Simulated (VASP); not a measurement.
# Y (Immm) in VASP: a series of runs, part 3 of 3

VASP 6.6.1. Earlier steps stand in the parts before.

## 4. Single point, PBEsol (strain +0.0050 x Voigt [0, 0, 0, 1, 0, 0])

Input file INCAR:

```
SYSTEM = Y
  PREC = Accurate
  ENCUT = 520
  EDIFF = 1E-6
  ISMEAR = 0
  SIGMA = 0.15
  LREAL = .FALSE.
  LASPH = .TRUE.
  NELM = 100
  ALGO = Fast
  ISIF = 2
  LWAVE = .FALSE.
  LCHARG = .FALSE.
  GGA = PS
  NBANDS = 12
```

Input file KPOINTS:

```
Automatic mesh
0
G
  16 16 16
  0 0 0
```

Input file POSCAR:

```
Y
1.0
    0.0000000000      2.4912125000      2.4912125000
    2.4850000000      0.0062125000      2.4850000000
    2.4850000000      2.4850000000      0.0062125000
Y
1
Direct
    0.0000000000      0.0000000000      0.0000000000
```

Potentials or basis: VASP PAW PBE potentials, release 64 (Y_sv).

On the command line:

```sh
$ cat potpaw_PBE.64/Y_sv/POTCAR > POTCAR
$ mpirun -np 1 vasp_std > vasp.out
```

OUTCAR:

```text
SYSTEM = Y
   PREC = Accurate
   ENCUT = 520
   EDIFF = 1E-6
   ISMEAR = 0
   LREAL = .FALSE.
   LASPH = .TRUE.
   NELM = 100
   ISIF = 2
   GGA = PS

 ion  position               nearest neighbor table
   1  0.000  0.000  0.000-

  LATTYP: Found a body centered orthorhombic cell.
 ALAT       =     3.5055349007
 B/A-ratio  =     1.0050125313
 C/A-ratio  =     1.4177579573

  Lattice vectors:

 A1 = (  -2.4850000000,   2.4850000000,   0.0062125000)
 A2 = (  -2.4850000000,  -2.4850000000,  -0.0062125000)
 A3 = (   2.4850000000,   0.0062125000,   2.4850000000)

Analysis of symmetry for initial positions (statically):
=====================================================================
 Subroutine PRICEL returns:
 Original cell was already a primitive cell.

 Routine SETGRP: Setting up the symmetry group for a
 body centered orthorhombic supercell.

 Subroutine GETGRP returns: Found  8 space group operations
 (whereof  8 operations were pure point group operations)
 out of a pool of  8 trial point group operations.

The static configuration has the point symmetry D_2h.

Analysis of symmetry for dynamics (positions and initial velocities):
=====================================================================
 Subroutine PRICEL returns:
 Original cell was already a primitive cell.

 Routine SETGRP: Setting up the symmetry group for a
 body centered orthorhombic supercell.

 Subroutine GETGRP returns: Found  8 space group operations
 (whereof  8 operations were pure point group operations)
 out of a pool of  8 trial point group operations.

The dynamic configuration has the point symmetry D_2h.

 Subroutine INISYM returns: Found  8 space group operations
 (whereof  8 operations are pure point group operations),
 and found     1 'primitive' translations

----------------------------------------------------------------------------------------

                                     Primitive cell

  volume of cell :      30.6907

  direct lattice vectors                    reciprocal lattice vectors
     0.000000000  2.491212500  2.491212500    -0.201207243  0.200705480  0.200705480
     2.485000000  0.006212500  2.485000000     0.201207243 -0.201711522  0.201711522
     2.485000000  2.485000000  0.006212500     0.201207243  0.201711522 -0.201711522

  length of vectors
     3.523106504  3.514326194  3.514326194     0.347922023  0.349083702  0.349083702

  position of ions in fractional coordinates (direct lattice)
     0.000000000  0.000000000  0.000000000

  ion indices of the primitive-cell ions
   primitive index   ion index
                 1           1

----------------------------------------------------------------------------------------

 KPOINTS: Automatic mesh

Automatic generation of k-mesh.
 Grid dimensions read from file:
 generate k-points for:   16   16   16

 Generating k-lattice:

  Cartesian coordinates                     Fractional coordinates (reciprocal lattice)
    -0.012575453  0.012544092  0.012544092     0.062500000 -0.000000000 -0.000000000
     0.012575453 -0.012606970  0.012606970     0.000000000  0.062500000  0.000000000
     0.012575453  0.012606970 -0.012606970     0.000000000  0.000000000  0.062500000

  Length of vectors
     0.021745126  0.021817731  0.021817731

  Shift w.r.t. Gamma in fractional coordinates (k-lattice)
     0.000000000  0.000000000  0.000000000

 Subroutine IBZKPT returns following result:
 ===========================================

 Found    621 irreducible k-points:

 Following reciprocal coordinates:
            Coordinates               Weight
  0.000000  0.000000  0.000000      1.000000
  0.062500 -0.000000 -0.000000      4.000000
  0.125000 -0.000000 -0.000000      4.000000
  0.187500 -0.000000 -0.000000      4.000000
  0.250000 -0.000000 -0.000000      4.000000
  0.312500 -0.000000 -0.000000      4.000000
[... 16 lines left out ...]
 -0.187500  0.062500  0.000000      8.000000
 -0.125000  0.062500  0.000000      8.000000
 [... further k-points ...]
   k-points           NKPTS =    621   k-points in BZ     NKDIM =    621   number of bands    NBANDS=     12
   number of dos      NEDOS =    301   number of ions     NIONS =      1
   total plane-waves  NPLWV =  21952
   dimension x,y,z NGX =    28 NGY =   28 NGZ =   28
   dimension x,y,z NGXF=    56 NGYF=   56 NGZF=   56
   ions per type =               1
   NGX,Y,Z   is equivalent  to a cutoff of  13.21, 13.25, 13.25 a.u.
   NGXF,Y,Z  is equivalent  to a cutoff of  26.42, 26.49, 26.49 a.u.
 SYSTEM =  Y
   PREC   = accura    normal or accurate (medium, high low for compatibility)
   ISTART =      0    job   : 0-new  1-cont  2-samecut
   ICHARG =      2    charge: 1-file 2-atom 10-const
   ISPIN  =      1    spin polarized calculation?
   LNONCOLLINEAR =      F non collinear calculations
   LSORBIT =      F    spin-orbit coupling
   LASPH  =      T    aspherical Exc in radial PAW
   ENCUT  =  520.0 eV  38.22 Ry    6.18 a.u.   6.55  6.53  6.53*2*pi/ulx,y,z
   NELM   =    100;   NELMIN=  2; NELMDL= -5     # of ELM steps
   EDIFF  = 0.1E-05   stopping-criterion for ELM
   LREAL  =      F    real-space projection
   EDIFFG = 0.1E-04   stopping-criterion for IOM
   NSW    =      0    number of steps for IOM
   IBRION =     -1    ionic relax: 0-MD 1-quasi-New 2-CG
   NFREE  =      0    steps in history (QN), initial steepest desc. (CG)
   ISIF   =      2    stress and relaxation
   ISYM   =      2    0-nonsym 1-usesym 2-fastsym
   POTIM  = 0.5000    time-step for ionic-motion
   TEBEG  =    0.0;   TEEND  =   0.0 temperature during run
   PSTRESS=    0.0 pullay stress
   NELECT =      11.0000    total number of electrons
   NUPDOWN=      -1.0000    fix difference up-down
   EMIN   =  10.00;   EMAX   =-10.00  energy-range for DOS
   EFERMI =   0.00;   METHOD = LEGACY
   ISMEAR =     0;   SIGMA  =   0.15  broadening in eV -4-tet -1-fermi 0-gaus
   EFERMI_NEDOS =   21; number of points for ismear=-14 and -15
   IALGO  =     68    algorithm
   IMIX   =      4    mixing-type and parameters
     AMIX     =   0.40;   BMIX     =  1.00
     AMIX_MAG =   1.60;   BMIX_MAG =  1.00
  volume/ion in A,a.u.               =      30.69       207.11
  Fermi-wavevector in a.u.,A,eV,Ry     =   1.162885  2.197535 18.399191  1.352302
  Thomas-Fermi vector in A             =   2.299441
   LORBIT       =      0    0 simple, 1 ext, 2 COOP (PROOUT), +10 PAW based schemes
   GGA     = PS    functional components
   LHFCALC =     F    Hartree Fock is set to
   AEXX    =    0.0000 exact exchange contribution
   IVDW    =     0    specifies the selected vdW correction
   LEPSILON=     F    determine dielectric tensor
   LRPA    =     F    only Hartree local field effects (RPA)
 non-spin polarized calculation
 RMM-DIIS sequential band-by-band and
 Gauss-broadening in eV      SIGMA  =   0.15
  energy-cutoff  :      520.00
  volume of cell :       30.69
 maximum number of plane-waves:       869
 NGX is ok and might be reduce to    28
   NGX = 13   NGY = 13   NGZ = 13

 number of electron      11.0000000 magnetization

 Free energy of the ion-electron system (eV)
  ---------------------------------------------------
  ext. energy  EPLUGINS =         0.00000000
  ---------------------------------------------------
  free energy    TOTEN  =        -6.81017125 eV

  energy without entropy =       -6.79436544  energy(sigma->0) =       -6.80226835

 E-fermi :   3.2692     XC(G=0):  -9.7996

 val. band max:        3.2680637927   @ k =   0.3750  -0.1875   0.1250
 cond. band min:       3.2696052965   @ k =  -0.4375   0.3125   0.1875
 fundamental gap:      0.0015415038
 Fermi energy:         3.2692206393

 k-point     1 :       0.0000    0.0000    0.0000
  band No.  band energies     occupation
      1     -39.1789      2.00000
      2     -18.8488      2.00000
      3     -18.8465      2.00000
      4     -18.8440      2.00000
      5      -1.5900      2.00000
      6       5.0773      0.00000
      7       5.1068      0.00000
      8       5.1373      0.00000
      9       7.2685      0.00000
     10       7.2685      0.00000
     11      12.4208      0.00000
     12      15.8178      0.00000
[... 331 lines left out ...]
 k-point    24 :      -0.1250    0.0625    0.0000
  band No.  band energies     occupation
      1     -39.1599      2.00000
      2     -19.0019      2.00000
      3     -18.8846      2.00000
      4     -18.8588      2.00000
      5      -0.9554      2.00000
      6       4.4792      0.00000
      7       5.3373      0.00000
      8       5.3944      0.00000
      9       6.7722      0.00000
     10       7.2769      0.00000
     11      13.6712      0.00000
     12      14.3359      0.00000

 [... further k-points ...]

------------------------ aborting loop because EDIFF is reached ----------------------------------------

  FORCE on cell =-STRESS in cart. coord.  units (eV):
  Direction    XX          YY          ZZ          XY          YZ          ZX
  --------------------------------------------------------------------------------------
  -------------------------------------------------------------------------------------
  Total        0.0118451      0.0120459      0.0120459     -0.0000000     -0.0336295      0.0000000
  in kB        0.6183636      0.6288458      0.6288458     -0.0000000     -1.7555967      0.0000000
  external PRESSURE =       0.6253517 kB  Pullay stress =       0.0000000 kB

 VOLUME and BASIS-vectors are now :
 -----------------------------------------------------------------------------
  energy-cutoff  :      520.00
  volume of cell :       30.69
      direct lattice vectors                 reciprocal lattice vectors
     0.000000000  2.491212500  2.491212500    -0.201207243  0.200705480  0.200705480
     2.485000000  0.006212500  2.485000000     0.201207243 -0.201711522  0.201711522
     2.485000000  2.485000000  0.006212500     0.201207243  0.201711522 -0.201711522

 POSITION                                       TOTAL-FORCE (eV/Angst)
 -----------------------------------------------------------------------------------
      0.00000      0.00000      0.00000         0.000000     -0.000000      0.000000
 -----------------------------------------------------------------------------------
    total drift:                               -0.000000     -0.000000     -0.000000

  FREE ENERGIE OF THE ION-ELECTRON SYSTEM (eV)
  ---------------------------------------------------
  free  energy   TOTEN  =        -6.8101712523 eV

  energy  without entropy=       -6.7943654412  energy(sigma->0) =       -6.80226835
```

OSZICAR:

```text
N       E                     dE             d eps       ncg     rms          rms(c)
DAV:   1     0.246155836857E+02    0.24616E+02   -0.55613E+03 14960   0.836E+02
DAV:   2    -0.569607551463E+01   -0.30312E+02   -0.29456E+02 18056   0.167E+02
DAV:   3    -0.697754295004E+01   -0.12815E+01   -0.12623E+01 21080   0.222E+01
DAV:   4    -0.700860498920E+01   -0.31062E-01   -0.31046E-01 16772   0.330E+00
DAV:   5    -0.700920510053E+01   -0.60011E-03   -0.60008E-03 19292   0.356E-01    0.230E+01
RMM:   6    -0.684009995526E+01    0.16911E+00   -0.15645E-01 16716   0.244E+00    0.140E+01
RMM:   7    -0.681385600559E+01    0.26244E-01   -0.33942E-01 19963   0.359E+00    0.142E+00
RMM:   8    -0.681030404653E+01    0.35520E-02   -0.43719E-02 17704   0.150E+00    0.778E-01
RMM:   9    -0.681017548260E+01    0.12856E-03   -0.89258E-03 21110   0.583E-01    0.225E-01
RMM:  10    -0.681328432775E+01   -0.31088E-02   -0.79060E-03 21536   0.552E-01    0.138E+00
RMM:  11    -0.681011415319E+01    0.31702E-02   -0.59950E-03 18313   0.706E-01    0.987E-02
RMM:  12    -0.681015302003E+01   -0.38867E-04   -0.62028E-04 20129   0.219E-01    0.623E-02
RMM:  13    -0.681016615025E+01   -0.13130E-04   -0.12159E-04 21512   0.668E-02    0.166E-02
RMM:  14    -0.681017072465E+01   -0.45744E-05   -0.27870E-05 21110   0.338E-02    0.363E-03
RMM:  15    -0.681017125231E+01   -0.52766E-06   -0.44583E-06 15274   0.117E-02
   1 F= -.68101713E+01 E0= -.68022683E+01  d E =-.158058E-01
```

It took 2.4 min on 1 thread of Intel Xeon Platinum 8559C (Emerald Rapids), shared host; peak memory 0.38 GiB.

What came out:

```
Free energy            : -6.8102 eV
Pressure               : 0.1 GPa
Band gap on the k mesh : zero (an odd number of electrons rules out a gap without spin polarisation)
```

Levels at points of the mesh, in eV from the Fermi level:
| k point | band 1 | band 2 | band 3 | band 4 | band 5 | band 6 | band 7 | band 8 | band 9 | band 10 |
| --- | --- | --- | --- | --- | --- | --- | --- | --- | --- | --- |
| (0.00, 0.00, 0.00) | -42.45 | -22.12 | -22.12 | -22.11 | -4.86 | 1.81 | 1.84 | 1.87 | 4.00 | 4.00 |
| (0.50, 0.00, 0.00) | -42.36 | -22.81 | -22.20 | -22.20 | -2.07 | 0.79 | 1.64 | 1.68 | 5.56 | 5.59 |
| (0.00, 0.50, 0.00) | -42.36 | -22.81 | -22.21 | -22.21 | -2.06 | 0.82 | 1.62 | 1.67 | 5.57 | 5.60 |
| (0.50, 0.50, 0.00) | -42.34 | -22.77 | -22.36 | -22.36 | -1.89 | -0.99 | 2.35 | 5.59 | 6.04 | 6.04 |
| (0.00, 0.50, 0.50) | -42.34 | -22.77 | -22.37 | -22.36 | -1.89 | -0.99 | 2.35 | 5.59 | 6.04 | 6.04 |

Caveat: the cell differs from its parent crystal (strain +0.0050 x Voigt [0, 0, 0, 1, 0, 0]); the PAW data sets were made with another functional, which shifts forces and pressure a little.

## 5. Overview

```tsv
cell	further INCAR settings	gap on the mesh (eV)	pressure (GPa)
a = 3.558, b = 3.514, c = 3.514 Å, angles 59.2, 59.6, 59.6°, 1 atom	ALGO = Fast; EDIFF = 1e-07; NBANDS = 12	none	0.1
a = 3.541, b = 3.514, c = 3.514 Å, angles 59.5, 59.8, 59.8°, 1 atom	ALGO = Fast; EDIFF = 1e-06; NBANDS = 12	none	0.1
a = 3.523, b = 3.514, c = 3.514 Å, angles 59.8, 59.9, 59.9°, 1 atom	ALGO = Fast; EDIFF = 1e-06; NBANDS = 12	none	0.1
```

Alike in all rows: task single point; level PBEsol; potentials or basis VASP PAW PBE potentials, release 64 (Y_sv); no spin polarisation; k mesh 16 × 16 × 16; cutoff (eV) 520; smearing gaussian 0.15 eV.

Caveats: the PAW data sets were made with another functional, which shifts forces and pressure a little.

Absolute energies hang on the potentials; compare differences alone.
